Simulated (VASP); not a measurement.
# H (P4/mmm) in VASP: further runs

Runs on H. Level: PBE+D3(BJ). Tasks: single point.

Program: VASP 6.6.1. These are calculated values, not measurements. Logs are shortened: lines on timing, memory, paths and dates and some standing lists are left out, and cuts for length are marked.

## Step 1: The cell of the first run

Symmetry: P4/mmm, No. 123, tetragonal system. The conventional cell has a = 2.782 Å, b = 2.782 Å, c = 0.980 Å, α = 90.00°, β = 90.00°, γ = 90.00°. H (site symmetry 4/mmm) has 2 H at 0.98 Å within 1.3 Å.

## Step 2: Single point, PBE+D3(BJ) (strain +0.050 along x and y, +0.000 along z)

File INCAR:

```
ALGO = Normal
EDIFF = 1E-7
ENCUT = 520
GGA = PE
ISIF = 2
ISMEAR = 0
IVDW = 12
LASPH = True
LCHARG = True
LELF = True
LREAL = False
LVHAR = True
LWAVE = False
NBANDS = 6
NELM = 80
PREC = Accurate
SIGMA = 0.05
```

File KPOINTS:

```
k-points
0
Gamma
  10 10 26
```

File POSCAR:

```
H
1.0
    2.7821206758      0.0000000000      0.0000000000
    0.0000000000      2.7821206758      0.0000000000
    0.0000000000      0.0000000000      0.9804929200
H
1
Direct
    0.0000000000      0.0000000000      0.5000000000
```

Potentials or basis: VASP PAW PBE potentials, release 64 (H).

Command:

```
$ cat potpaw_PBE.64/H/POTCAR > POTCAR
$ mpirun -np 1 vasp_std > vasp.out
```

OUTCAR:

```text
EDIFF = 1E-7
   ENCUT = 520
   GGA = PE
   ISIF = 2
   ISMEAR = 0
   IVDW = 12
   LASPH = True
   LREAL = False
   NELM = 80
   PREC = Accurate
 IVDW          = 12

 ion  position               nearest neighbor table
   1  0.000  0.000  0.500-

  LATTYP: Found a simple tetragonal cell.
 ALAT       =     2.7821206758
 C/A-ratio  =     0.3524264524

  Lattice vectors:

 A1 = (   2.7821206758,   0.0000000000,   0.0000000000)
 A2 = (   0.0000000000,   2.7821206758,   0.0000000000)
 A3 = (   0.0000000000,   0.0000000000,   0.9804929200)

Analysis of symmetry for initial positions (statically):
=====================================================================
 Subroutine PRICEL returns:
 Original cell was already a primitive cell.

 Routine SETGRP: Setting up the symmetry group for a
 simple tetragonal supercell.

 Subroutine GETGRP returns: Found 16 space group operations
 (whereof 16 operations were pure point group operations)
 out of a pool of 16 trial point group operations.

The static configuration has the point symmetry D_4h.

Analysis of symmetry for dynamics (positions and initial velocities):
=====================================================================
 Subroutine PRICEL returns:
 Original cell was already a primitive cell.

 Routine SETGRP: Setting up the symmetry group for a
 simple tetragonal supercell.

 Subroutine GETGRP returns: Found 16 space group operations
 (whereof 16 operations were pure point group operations)
 out of a pool of 16 trial point group operations.

The dynamic configuration has the point symmetry D_4h.

 Subroutine INISYM returns: Found 16 space group operations
 (whereof 16 operations are pure point group operations),
 and found     1 'primitive' translations

----------------------------------------------------------------------------------------

                                     Primitive cell

  volume of cell :       7.5892

  direct lattice vectors                    reciprocal lattice vectors
     2.782120676  0.000000000  0.000000000     0.359438039  0.000000000  0.000000000
     0.000000000  2.782120676  0.000000000     0.000000000  0.359438039  0.000000000
     0.000000000  0.000000000  0.980492920     0.000000000  0.000000000  1.019895177

  length of vectors
     2.782120676  2.782120676  0.980492920     0.359438039  0.359438039  1.019895177

  position of ions in fractional coordinates (direct lattice)
[... 76 lines left out ...]
   NELM   =     80;   NELMIN=  2; NELMDL= -5     # of ELM steps
   EDIFF  = 0.1E-06   stopping-criterion for ELM
   LREAL  =      F    real-space projection
   EDIFFG = 0.1E-05   stopping-criterion for IOM
   NSW    =      0    number of steps for IOM
   IBRION =     -1    ionic relax: 0-MD 1-quasi-New 2-CG
   NFREE  =      0    steps in history (QN), initial steepest desc. (CG)
   ISIF   =      2    stress and relaxation
   ISYM   =      2    0-nonsym 1-usesym 2-fastsym
   POTIM  = 0.5000    time-step for ionic-motion
   TEBEG  =    0.0;   TEEND  =   0.0 temperature during run
   PSTRESS=    0.0 pullay stress
   NELECT =       1.0000    total number of electrons
   NUPDOWN=      -1.0000    fix difference up-down
   EMIN   =  10.00;   EMAX   =-10.00  energy-range for DOS
   EFERMI =   0.00;   METHOD = LEGACY
   ISMEAR =     0;   SIGMA  =   0.05  broadening in eV -4-tet -1-fermi 0-gaus
   EFERMI_NEDOS =   21; number of points for ismear=-14 and -15
   IALGO  =     38    algorithm
   IMIX   =      4    mixing-type and parameters
     AMIX     =   0.40;   BMIX     =  1.00
     AMIX_MAG =   1.60;   BMIX_MAG =  1.00
  volume/ion in A,a.u.               =       7.59        51.21
  Fermi-wavevector in a.u.,A,eV,Ry     =   0.833060  1.574254  9.442282  0.693988
  Thomas-Fermi vector in A             =   1.946220
   LORBIT       =      0    0 simple, 1 ext, 2 COOP (PROOUT), +10 PAW based schemes
   GGA     = PE    functional components
   LHFCALC =     F    Hartree Fock is set to
   AEXX    =    0.0000 exact exchange contribution
   IVDW    =    12    specifies the selected vdW correction
   LEPSILON=     F    determine dielectric tensor
   LRPA    =     F    only Hartree local field effects (RPA)
 non-spin polarized calculation
 Gauss-broadening in eV      SIGMA  =   0.05
  energy-cutoff  :      520.00
  volume of cell :        7.59
 maximum number of plane-waves:       224
 NGX is ok and might be reduce to    24
   NGX = 11   NGY = 11   NGZ =  3

 number of electron       1.0000000 magnetization

 Free energy of the ion-electron system (eV)
  ---------------------------------------------------
  ext. energy  EPLUGINS =         0.00000000
  ---------------------------------------------------
  free energy    TOTEN  =        -3.02605277 eV

  energy without entropy =       -3.02605277  energy(sigma->0) =       -3.02605277

 E-fermi :  -1.7850     XC(G=0):  -6.4440

 val. band max:       -2.2007259633   @ k =   0.5000   0.5000   0.2308
 cond. band min:      -1.2358810314   @ k =   0.0000   0.0000   0.2692
 fundamental gap:      0.9648449318
 Fermi energy:        -1.7850408377

 k-point     1 :       0.0000    0.0000    0.0000
  band No.  band energies     occupation
      1     -12.4437      2.00000
      2       7.0397      0.00000
      3      12.5726      0.00000
      4      12.5726      0.00000
      5      15.5901      0.00000
      6      31.5498      0.00000
[... 199 lines left out ...]
 k-point    24 :       0.2000    0.0000    0.0385
  band No.  band energies     occupation
      1     -11.8682      2.00000
      2       4.7053      0.00000
      3      12.1922      0.00000
      4      13.4467      0.00000
      5      21.4825      0.00000
      6      25.8550      0.00000

 [... further k-points ...]

------------------------ aborting loop because EDIFF is reached ----------------------------------------

 Edisp (eV)   -0.06492

 E8    (eV) :    -0.0115

  FORCE on cell =-STRESS in cart. coord.  units (eV):
  Direction    XX          YY          ZZ          XY          YZ          ZX
  --------------------------------------------------------------------------------------
  -------------------------------------------------------------------------------------
  Total      -0.01711    -0.01711     0.09735     0.00000     0.00000     0.00000
  in kB      -3.61159    -3.61159    20.55149     0.00000     0.00000     0.00000
  external pressure =        4.44 kB  Pullay stress =        0.00 kB

 VOLUME and BASIS-vectors are now :
 -----------------------------------------------------------------------------
  energy-cutoff  :      520.00
  volume of cell :        7.59
      direct lattice vectors                 reciprocal lattice vectors
     2.782120676  0.000000000  0.000000000     0.359438039  0.000000000  0.000000000
     0.000000000  2.782120676  0.000000000     0.000000000  0.359438039  0.000000000
     0.000000000  0.000000000  0.980492920     0.000000000  0.000000000  1.019895177

 POSITION                                       TOTAL-FORCE (eV/Angst)
 -----------------------------------------------------------------------------------
      0.00000      0.00000      0.49025         0.000000      0.000000      0.000000
 -----------------------------------------------------------------------------------
    total drift:                                0.000000      0.000000      0.000000

  FREE ENERGIE OF THE ION-ELECTRON SYSTEM (eV)
  ---------------------------------------------------
  free  energy   TOTEN  =        -3.0909755282 eV

  energy  without entropy=       -3.0909755282  energy(sigma->0) =       -3.09097553
```

OSZICAR:

```text
N       E                     dE             d eps       ncg     rms          rms(c)
DAV:   1    -0.302429672053E+01   -0.30243E+01   -0.22427E+02  3702   0.691E+01
DAV:   2    -0.312975791917E+01   -0.10546E+00   -0.10546E+00  4746   0.593E+00
DAV:   3    -0.312982156467E+01   -0.63645E-04   -0.63646E-04  4134   0.144E-01
DAV:   4    -0.312982159195E+01   -0.27285E-07   -0.27407E-07  5184   0.273E-03
DAV:   5    -0.312982159195E+01    0.25029E-11   -0.94218E-11  4098   0.349E-05    0.184E+00
DAV:   6    -0.306106820782E+01    0.68753E-01   -0.21932E-02  3822   0.458E-01    0.108E+00
DAV:   7    -0.302461213538E+01    0.36456E-01   -0.53491E-02  3984   0.757E-01    0.111E-01
DAV:   8    -0.302604470645E+01   -0.14326E-02   -0.94538E-04  3798   0.134E-01    0.164E-02
DAV:   9    -0.302604966760E+01   -0.49611E-05   -0.24085E-05  4368   0.235E-02    0.358E-03
DAV:  10    -0.302605276415E+01   -0.30966E-05   -0.22957E-06  3798   0.938E-03    0.615E-04
DAV:  11    -0.302605276767E+01   -0.35190E-08   -0.18653E-08  4368   0.745E-04
   1 F= -.30909755E+01 E0= -.30909755E+01  d E =-.208467E-34
```

Wall time 6.6 s (1 thread of Intel Xeon 6975P-C, shared host); peak memory 0.12 GiB.

Results:

| Item | Value |
| --- | --- |
| Free energy | -3.0910 eV |
| Pressure | 0.4 GPa |
| Dispersion energy per atom | -0.065 eV |

Stress tensor (GPa, compression positive):
```
-0.36  0.00  0.00
 0.00 -0.36  0.00
 0.00  0.00  2.06
```

Caveat: the cell differs from its parent crystal (strain +0.050 along x and y, +0.000 along z); pairwise dispersion overbinds metals, which lowers pressure and volume.

## Step 3: Single point, PBE+D3(BJ) (strain +0.025 along x and y, +0.000 along z)

File INCAR:

```
PREC = Accurate
ENCUT = 520
EDIFF = 1E-6
ISMEAR = 0
SIGMA = 0.05
LREAL = F
LASPH = T
NELM = 100
ALGO = Normal
ISIF = 2
LWAVE = F
LCHARG = F
GGA = PE
IVDW = 12
NBANDS = 6
```

File KPOINTS:

```
Automatic mesh
0
Gamma
  10 10 26
```

File POSCAR:

```
H
1.0
    2.7158797074      0.0000000000      0.0000000000
    0.0000000000      2.7158797074      0.0000000000
    0.0000000000      0.0000000000      0.9804929200
H
1
Direct
    0.0000000000      0.0000000000      0.5000000000
```

Potentials or basis: VASP PAW PBE potentials, release 64 (H).

Command:

```
$ cat potpaw_PBE.64/H/POTCAR > POTCAR
$ mpirun -np 1 vasp_std > vasp.out
```

OUTCAR:

```text
PREC = Accurate
   ENCUT = 520
   EDIFF = 1E-6
   ISMEAR = 0
   LREAL = F
   LASPH = T
   NELM = 100
   ISIF = 2
   GGA = PE
   IVDW = 12
 IVDW          = 12

 ion  position               nearest neighbor table
   1  0.000  0.000  0.500-

  LATTYP: Found a simple tetragonal cell.
 ALAT       =     2.7158797074
 C/A-ratio  =     0.3610222196

  Lattice vectors:

 A1 = (   2.7158797074,   0.0000000000,   0.0000000000)
 A2 = (   0.0000000000,   2.7158797074,   0.0000000000)
 A3 = (   0.0000000000,   0.0000000000,   0.9804929200)

[... 395 lines left out ...]
 [... further k-points ...]

------------------------ aborting loop because EDIFF is reached ----------------------------------------

 Edisp (eV)   -0.06865

 E8    (eV) :    -0.0123

  FORCE on cell =-STRESS in cart. coord.  units (eV):
  Direction    XX          YY          ZZ          XY          YZ          ZX
  --------------------------------------------------------------------------------------
  -------------------------------------------------------------------------------------
  Total      -0.00113    -0.00113     0.09108     0.00000     0.00000     0.00000
  in kB      -0.24959    -0.24959    20.17756     0.00000     0.00000     0.00000
  external pressure =        6.56 kB  Pullay stress =        0.00 kB

 VOLUME and BASIS-vectors are now :
 -----------------------------------------------------------------------------
  energy-cutoff  :      520.00
  volume of cell :        7.23
      direct lattice vectors                 reciprocal lattice vectors
     2.715879707  0.000000000  0.000000000     0.368204820  0.000000000  0.000000000
     0.000000000  2.715879707  0.000000000     0.000000000  0.368204820  0.000000000
     0.000000000  0.000000000  0.980492920     0.000000000  0.000000000  1.019895177

 POSITION                                       TOTAL-FORCE (eV/Angst)
 -----------------------------------------------------------------------------------
      0.00000      0.00000      0.49025         0.000000      0.000000      0.000000
 -----------------------------------------------------------------------------------
    total drift:                                0.000000      0.000000     -0.000000

  FREE ENERGIE OF THE ION-ELECTRON SYSTEM (eV)
  ---------------------------------------------------
  free  energy   TOTEN  =        -3.0908530293 eV

  energy  without entropy=       -3.0908530293  energy(sigma->0) =       -3.09085303
```

Wall time 5.5 s (1 thread of Intel Xeon 6975P-C, shared host); peak memory 0.12 GiB.

Results:

| Property | Result |
| --- | --- |
| Free energy | -3.0909 eV |
| Pressure | 0.7 GPa |
| Dispersion energy per atom | -0.069 eV |

Caveat: the cell differs from its parent crystal (strain +0.025 along x and y, +0.000 along z); pairwise dispersion overbinds metals, which lowers pressure and volume.
